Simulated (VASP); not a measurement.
BaTiO3, 5 atoms in the cell. Symmetry: Pm-3m, No. 221, cubic system. Conventional cell: a = 4.006 Å, b = 4.006 Å, c = 4.006 Å, α = 90.00°, β = 90.00°, γ = 90.00°. Ba (site symmetry m-3m) has 12 O at 2.83 Å and 8 Ti at 3.47 Å within 3.7 Å. Ti (site symmetry m-3m) has 6 O at 2.00 Å within 2.7 Å. O (site symmetry 4/mmm) has 2 Ti at 2.00 Å within 2.7 Å. 

| Quantity | Value |
| --- | --- |
| Program | VASP 6.6.1 |
| Task | single point |
| Functional | PBEsol |
| Potentials or basis | VASP PAW PBE potentials, release 64 (Ba_sv, Ti_sv, O_h) |
| Cutoff | 1340 eV |
| k mesh | 4 × 4 × 4, shifted |
| Occupations | gaussian, width 0.01 eV |
| Spin | no spin polarisation |
| Dipole correction | no |
| Further INCAR settings | ALGO = Normal; EDIFF = 1e-06; NBANDS = 28 |

Potentials or basis: VASP PAW PBE potentials, release 64 (Ba_sv, Ti_sv, O_h).

Launch:

```console
$ cat potpaw_PBE.64/Ba_sv/POTCAR potpaw_PBE.64/Ti_sv/POTCAR potpaw_PBE.64/O_h/POTCAR > POTCAR
$ mpirun -np 1 vasp_std > vasp.out
```

Hardware: 1 thread of Intel(R) Xeon(R) 6975P-C (Granite Rapids) (shared host).

**Question.** How long does it take, and how much memory?

**Answer.** Run time: 23 s on 1 thread of Intel(R) Xeon(R) 6975P-C (Granite Rapids), with other jobs on the host, peak memory 0.32 GiB. Counts: scf iterations 16, k points 4.
